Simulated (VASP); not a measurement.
# BN (P6_3/mmc) in VASP: notebook, part 2 of 2

VASP 6.6.1. Earlier steps stand in the parts before.

### Step 4. Single point, r2SCAN

This run uses another cell than the first one, of the same volume but with other edges.

POSCAR

```
BN
1.0
    2.5745635121      0.0000000000      0.0000000000
   -1.2872817561      2.2296374052      0.0000000000
    0.0000000000      0.0000000000      6.3010224206
B N
2 2
Direct
    0.3333333333      0.6666666667      0.2500000000
    0.6666666667      0.3333333333      0.7500000000
    0.3333333333      0.6666666667      0.7500000000
    0.6666666667      0.3333333333      0.2500000000
```

INCAR.step1

```
  PREC = Accurate
  ENCUT = 520
  ISMEAR = 0
  SIGMA = 0.05
  LREAL = F
  LASPH = T
  NELM = 60
  NBANDS = 16
  GGA = PE
  ALGO = Normal
  EDIFF = 1E-4
  LWAVE = T
  LCHARG = F
```

INCAR.step2

```
  PREC = Accurate
  ENCUT = 520
  EDIFF = 1E-7
  ISMEAR = 0
  SIGMA = 0.05
  LREAL = F
  LASPH = T
  NELM = 60
  ALGO = Normal
  ISIF = 2
  LWAVE = F
  LCHARG = F
  METAGGA = R2SCAN
  LMIXTAU = T
  NBANDS = 16
  ISTART = 1
```

KPOINTS

```
regular mesh
0
Gamma
  12 12 4
```

Potentials or basis: VASP PAW PBE potentials, release 64 (B, N).

Run with:

```
$ cat potpaw_PBE.64/B/POTCAR potpaw_PBE.64/N/POTCAR > POTCAR
$ cp INCAR.step1 INCAR
$ mpirun -np 1 vasp_std > vasp.out
$ cp INCAR.step2 INCAR
$ mpirun -np 1 vasp_std > vasp.out
```

OUTCAR:

```text
PREC = Accurate
   ENCUT = 520
   EDIFF = 1E-7
   ISMEAR = 0
   LREAL = F
   LASPH = T
   NELM = 60
   ISIF = 2
   METAGGA = R2SCAN
   ISTART = 1

 ion  position               nearest neighbor table
   1  0.333  0.667  0.250-   4 1.49   4 1.49   4 1.49
   2  0.667  0.333  0.750-   3 1.49   3 1.49   3 1.49
   3  0.333  0.667  0.750-   2 1.49   2 1.49   2 1.49
   4  0.667  0.333  0.250-   1 1.49   1 1.49   1 1.49

  LATTYP: Found a hexagonal cell.
 ALAT       =     2.5745635121
 C/A-ratio  =     2.4474138591

  Lattice vectors:

 A1 = (   2.5745635121,   0.0000000000,   0.0000000000)
 A2 = (  -1.2872817561,   2.2296374052,   0.0000000000)
 A3 = (   0.0000000000,   0.0000000000,   6.3010224206)

Analysis of symmetry for initial positions (statically):
=====================================================================
 Subroutine PRICEL returns:
 Original cell was already a primitive cell.

 Routine SETGRP: Setting up the symmetry group for a
 hexagonal supercell.

 Subroutine GETGRP returns: Found 24 space group operations
 (whereof 12 operations were pure point group operations)
 out of a pool of 24 trial point group operations.

The static configuration has the point symmetry D_3d.
 The point group associated with its full space group is D_6h.

Analysis of symmetry for dynamics (positions and initial velocities):
=====================================================================
 Subroutine PRICEL returns:
 Original cell was already a primitive cell.

 Routine SETGRP: Setting up the symmetry group for a
 hexagonal supercell.

 Subroutine GETGRP returns: Found 24 space group operations
 (whereof 12 operations were pure point group operations)
[... 117 lines left out ...]
   PSTRESS=    0.0 pullay stress
   NELECT =      16.0000    total number of electrons
   NUPDOWN=      -1.0000    fix difference up-down
   EMIN   =  10.00;   EMAX   =-10.00  energy-range for DOS
   EFERMI =   0.00;   METHOD = LEGACY
   ISMEAR =     0;   SIGMA  =   0.05  broadening in eV -4-tet -1-fermi 0-gaus
   EFERMI_NEDOS =   21; number of points for ismear=-14 and -15
   IALGO  =     38    algorithm
   IMIX   =      4    mixing-type and parameters
     AMIX     =   0.40;   BMIX     =  1.00
     AMIX_MAG =   1.60;   BMIX_MAG =  1.00
  volume/ion in A,a.u.               =       9.04        61.02
  Fermi-wavevector in a.u.,A,eV,Ry     =   1.247379  2.357205 21.170055  1.555955
  Thomas-Fermi vector in A             =   2.381514
   LORBIT       =      0    0 simple, 1 ext, 2 COOP (PROOUT), +10 PAW based schemes
   METAGGA = R2SCAN    functional components
   LHFCALC =     F    Hartree Fock is set to
   AEXX    =    0.0000 exact exchange contribution
   IVDW    =     0    specifies the selected vdW correction
   LEPSILON=     F    determine dielectric tensor
   LRPA    =     F    only Hartree local field effects (RPA)
 non-spin polarized calculation
 Gauss-broadening in eV      SIGMA  =   0.05
  energy-cutoff  :      520.00
  volume of cell :       36.17
 maximum number of plane-waves:       995
 NGX is ok and might be reduce to    20

 number of electron      16.0000000 magnetization

 Free energy of the ion-electron system (eV)
  ---------------------------------------------------
  ext. energy  EPLUGINS =         0.00000000
  ---------------------------------------------------
  free energy    TOTEN  =       -38.38261976 eV

  energy without entropy =      -38.38261976  energy(sigma->0) =      -38.38261976

 E-fermi :   2.4682     XC(G=0): -10.8961

 val. band max:        2.1655468695   @ k =   0.3333   0.2500   0.0000
 cond. band min:       6.7845983314   @ k =   0.5000  -0.0000   0.0000
 fundamental gap:      4.6190514619
 Fermi energy:         2.4682496640

 k-point     1 :       0.0000    0.0000    0.0000
  band No.  band energies     occupation
      1     -16.2633      2.00000
      2     -15.8232      2.00000
      3      -4.1190      2.00000
      4      -1.2686      2.00000
      5       0.6527      2.00000
      6       0.6527      2.00000
[... 433 lines left out ...]
      3      -4.9144      2.00000
      4      -4.8088      2.00000
      5      -1.5161      2.00000
      6      -1.4326      2.00000
[... 8 lines left out ...]
     15      19.4073      0.00000
     16      20.5269      0.00000

 [... further k-points ...]
[... 5 lines left out ...]
  --------------------------------------------------------------------------------------
  -------------------------------------------------------------------------------------
  Total       -6.5669412     -6.5669412      0.5885709      0.0000000      0.0000000      0.0000000
  in kB     -290.8873474   -290.8873474     26.0711674      0.0000000      0.0000000      0.0000000
  external PRESSURE =    -185.2345091 kB  Pullay stress =       0.0000000 kB

 VOLUME and BASIS-vectors are now :
 -----------------------------------------------------------------------------
  energy-cutoff  :      520.00
  volume of cell :       36.17
      direct lattice vectors                 reciprocal lattice vectors
     2.574563512  0.000000000  0.000000000     0.388415355  0.224251710  0.000000000
    -1.287281756  2.229637405  0.000000000     0.000000000  0.448503419  0.000000000
     0.000000000  0.000000000  6.301022421     0.000000000  0.000000000  0.158704403

 POSITION                                       TOTAL-FORCE (eV/Angst)
 -----------------------------------------------------------------------------------
     -0.00000      1.48642      1.57526        -0.000000      0.000000      0.000000
      1.28728      0.74321      4.72577         0.000000     -0.000000      0.000000
     -0.00000      1.48642      4.72577        -0.000000      0.000000      0.000000
      1.28728      0.74321      1.57526         0.000000      0.000000      0.000000
 -----------------------------------------------------------------------------------
    total drift:                               -0.000000      0.000000      0.000000

  FREE ENERGIE OF THE ION-ELECTRON SYSTEM (eV)
  ---------------------------------------------------
  free  energy   TOTEN  =       -38.3826197608 eV

  energy  without entropy=      -38.3826197608  energy(sigma->0) =      -38.38261976
```

OSZICAR.step1:

```text
N       E                     dE             d eps       ncg     rms          rms(c)
DAV:   1     0.445146758084E+02    0.44515E+02   -0.78689E+03  1824   0.920E+02
DAV:   2    -0.347879416536E+02   -0.79303E+02   -0.72023E+02  2624   0.213E+02
DAV:   3    -0.379384581352E+02   -0.31505E+01   -0.31367E+01  2280   0.417E+01
DAV:   4    -0.379572581168E+02   -0.18800E-01   -0.18797E-01  2352   0.357E+00
DAV:   5    -0.379574189323E+02   -0.16082E-03   -0.16081E-03  2232   0.318E-01    0.105E+01
DAV:   6    -0.352137815620E+02    0.27436E+01   -0.47398E+00  2312   0.169E+01    0.463E+00
DAV:   7    -0.350369090796E+02    0.17687E+00   -0.45620E-01  2408   0.504E+00    0.299E+00
DAV:   8    -0.349805668476E+02    0.56342E-01   -0.19630E-01  2368   0.293E+00    0.466E-01
DAV:   9    -0.349752888936E+02    0.52780E-02   -0.12952E-02  2128   0.955E-01    0.171E-01
DAV:  10    -0.349760217354E+02   -0.73284E-03   -0.13425E-03  2152   0.272E-01    0.341E-02
DAV:  11    -0.349760972897E+02   -0.75554E-04   -0.75981E-05  1904   0.745E-02
   1 F= -.34976097E+02 E0= -.34976097E+02  d E =-.139006E-10
```

Wall time 1.7 min (1 thread of Intel Xeon Platinum 8375C at 2.90GHz (Ice Lake), shared host); peak memory 0.16 GiB.

What came out:

```yaml
Free_energy: -38.3826 eV
Pressure: -18.5 GPa
Band_gap_on_the_k_mesh: 4.62 eV, indirect (least direct gap 4.92 eV)
```

Stress tensor (GPa, compression positive):
```
-29.09   0.00   0.00
  0.00 -29.09   0.00
  0.00   0.00   2.61
```

Levels at points of the mesh, in eV from the valence-band top:
| k point | band 4 | band 5 | band 6 | band 7 | band 8 | band 9 | band 10 | band 11 | band 12 | band 13 |
| --- | --- | --- | --- | --- | --- | --- | --- | --- | --- | --- |
| (0.00, 0.00, 0.00) | -3.43 | -1.51 | -1.51 | -1.44 | -1.44 | 5.93 | 11.29 | 11.49 | 11.49 | 11.71 |
| (0.50, 0.00, 0.00) | -8.89 | -4.24 | -4.12 | -1.64 | -0.30 | 4.62 | 6.35 | 9.43 | 9.61 | 13.25 |
| (0.00, 0.00, 0.50) | -5.04 | -1.48 | -1.48 | -1.48 | -1.48 | 8.54 | 8.54 | 11.60 | 11.60 | 11.60 |
| (0.50, 0.00, 0.50) | -8.96 | -4.18 | -4.18 | -0.91 | -0.91 | 5.10 | 5.10 | 9.72 | 9.72 | 14.18 |

Caveat: the PAW data sets were made with another functional, which shifts forces and pressure a little. A k mesh can miss the band edges.

### Step 5. Single point, r2SCAN

This run uses another cell than the first one, of the same volume but with other edges.

POSCAR

```
BN
1.0
    2.4256901463      0.0000000000      0.0000000000
   -1.2128450732      2.1007092884      0.0000000000
    0.0000000000      0.0000000000      7.0981896195
B N
2 2
Direct
    0.3333333333      0.6666666667      0.2500000000
    0.6666666667      0.3333333333      0.7500000000
    0.3333333333      0.6666666667      0.7500000000
    0.6666666667      0.3333333333      0.2500000000
```

INCAR.step1

```
SYSTEM = BN
  PREC = Accurate
  ENCUT = 520
  ISMEAR = 0
  SIGMA = 0.05
  LREAL = .False.
  LASPH = .True.
  NELM = 80
  NBANDS = 16
  GGA = PE
  ALGO = Normal
  EDIFF = 1E-4
  LWAVE = .True.
  LCHARG = .False.
```

INCAR.step2

```
SYSTEM = BN
  PREC = Accurate
  ENCUT = 520
  EDIFF = 1E-6
  ISMEAR = 0
  SIGMA = 0.05
  LREAL = .False.
  LASPH = .True.
  NELM = 80
  ALGO = Normal
  ISIF = 2
  LWAVE = .False.
  LCHARG = .False.
  METAGGA = R2SCAN
  LMIXTAU = .True.
  NBANDS = 16
  ISTART = 1
```

KPOINTS

```
regular mesh
0
Gamma
  12 12 4
  0 0 0
```

Run with:

```
$ cat potpaw_PBE.64/B/POTCAR potpaw_PBE.64/N/POTCAR > POTCAR
$ cp INCAR.step1 INCAR
$ mpirun -np 1 vasp_std > vasp.out
$ cp INCAR.step2 INCAR
$ mpirun -np 1 vasp_std > vasp.out
```

Wall time 1.8 min (1 thread of Intel Xeon Platinum 8375C at 2.90GHz (Ice Lake), shared host); peak memory 0.16 GiB.

The run converged. Its results:

| Quantity | Value |
| --- | --- |
| Free energy | -38.3372 eV |
| Pressure | 24.4 GPa |
| Band gap on the k mesh | 5.12 eV, indirect (least direct gap 5.63 eV) |

Stress tensor (GPa, compression positive):
```
36.97  0.00  0.00
 0.00 36.97  0.00
 0.00  0.00 -0.84
```

Levels at points of the mesh, in eV from the valence-band top:
```tsv
k point	band 4	band 5	band 6	band 7	band 8	band 9	band 10	band 11	band 12	band 13
(0.00, 0.00, 0.00)	-5.11	-1.24	-1.24	-1.23	-1.23	5.12	10.24	13.15	13.15	13.21
(0.50, 0.00, 0.00)	-9.62	-4.44	-4.41	-1.35	-0.68	5.14	6.27	11.02	11.80	13.30
(0.00, 0.00, 0.50)	-5.93	-1.23	-1.23	-1.23	-1.23	7.29	7.29	13.18	13.18	13.18
(0.50, 0.00, 0.50)	-9.64	-4.43	-4.43	-1.01	-1.01	5.56	5.56	11.60	11.60	14.40
```

Caveat: the PAW data sets were made with another functional, which shifts forces and pressure a little. A k mesh can miss the band edges.

### Step 6. Single point, r2SCAN

This run uses another cell than the first one, of the same volume but with other edges.

POSCAR

```
BN
1.0
    2.5382972235      0.0000000000      0.0000000000
   -1.2691486118      2.1982298779      0.0000000000
    0.0000000000      0.0000000000      6.4823622293
B N
2 2
Direct
    0.3333333333      0.6666666667      0.2500000000
    0.6666666667      0.3333333333      0.7500000000
    0.3333333333      0.6666666667      0.7500000000
    0.6666666667      0.3333333333      0.2500000000
```

INCAR.step1

```
ALGO = Normal ; EDIFF = 1E-4
ENCUT = 520 ; GGA = PE
ISMEAR = 0 ; LASPH = T
LCHARG = F ; LREAL = F
LWAVE = T ; NBANDS = 16
NELM = 100 ; PREC = Accurate
SIGMA = 0.05
```

INCAR.step2

```
ALGO = Normal ; EDIFF = 1E-6
ENCUT = 520 ; ISIF = 2
ISMEAR = 0 ; ISTART = 1
LASPH = T ; LCHARG = F
LMIXTAU = T ; LREAL = F
LWAVE = F ; METAGGA = R2SCAN
NBANDS = 16 ; NELM = 100
PREC = Accurate ; SIGMA = 0.05
```

KPOINTS

```
k-points
0
Gamma
  12 12 4
```

Potentials or basis: VASP PAW PBE potentials, release 64 (B, N).

Run with:

```
$ cat potpaw_PBE.64/B/POTCAR potpaw_PBE.64/N/POTCAR > POTCAR
$ cp INCAR.step1 INCAR
$ mpirun -np 1 vasp_std > vasp.out
$ cp INCAR.step2 INCAR
$ mpirun -np 1 vasp_std > vasp.out
```

Wall time 93 s (1 thread of Intel Xeon Platinum 8375C at 2.90GHz (Ice Lake), shared host); peak memory 0.17 GiB.

It converged, with:

* Free energy: -38.5380 eV
* Pressure: -9.6 GPa
* Band gap on the k mesh: 4.74 eV, indirect (least direct gap 5.11 eV)

Stress tensor (GPa, compression positive):
```
-15.06   0.00   0.00
  0.00 -15.06   0.00
  0.00   0.00   1.47
```

Levels at points of the mesh, in eV from the valence-band top:
```
           k point  band 5  band 6  band 7  band 8  band 9  band 10  band 11  band 12
(0.00, 0.00, 0.00)   -1.43   -1.43   -1.38   -1.38    5.78    11.21    11.90    11.90
(0.50, 0.00, 0.00)   -4.26   -4.17   -1.53   -0.37    4.74     6.33     9.83    10.15
(0.00, 0.00, 0.50)   -1.41   -1.41   -1.41   -1.41    8.35     8.35    11.98    11.98
(0.50, 0.00, 0.50)   -4.22   -4.22   -0.91   -0.91    5.22     5.22    10.18    10.18
```

Caveat: the PAW data sets were made with another functional, which shifts forces and pressure a little. A k mesh can miss the band edges.

### Step 7. Overview

| cell | gap on the mesh (eV) | pressure (GPa) |
| --- | --- | --- |
| a = 2.643, b = 2.643, c = 5.977 Å, angles 90.0, 90.0, 120.0°, 4 atoms | 4.46 | -33.1 |
| a = 2.356, b = 2.356, c = 7.522 Å, angles 90.0, 90.0, 120.0°, 4 atoms | 4.70 | 50.3 |
| a = 2.575, b = 2.575, c = 6.301 Å, angles 90.0, 90.0, 120.0°, 4 atoms | 4.62 | -18.5 |
| a = 2.426, b = 2.426, c = 7.098 Å, angles 90.0, 90.0, 120.0°, 4 atoms | 5.12 | 24.4 |
| a = 2.538, b = 2.538, c = 6.482 Å, angles 90.0, 90.0, 120.0°, 4 atoms | 4.74 | -9.6 |

Alike in all rows: task single point; level r2SCAN; potentials or basis VASP PAW PBE potentials, release 64 (B, N); no spin polarisation; k mesh 12 × 12 × 4; cutoff (eV) 520; smearing gaussian 0.05 eV.

Caveats: the PAW data sets were made with another functional, which shifts forces and pressure a little.

Total energies depend on the potentials used, so only differences within one code and one set of settings carry meaning.
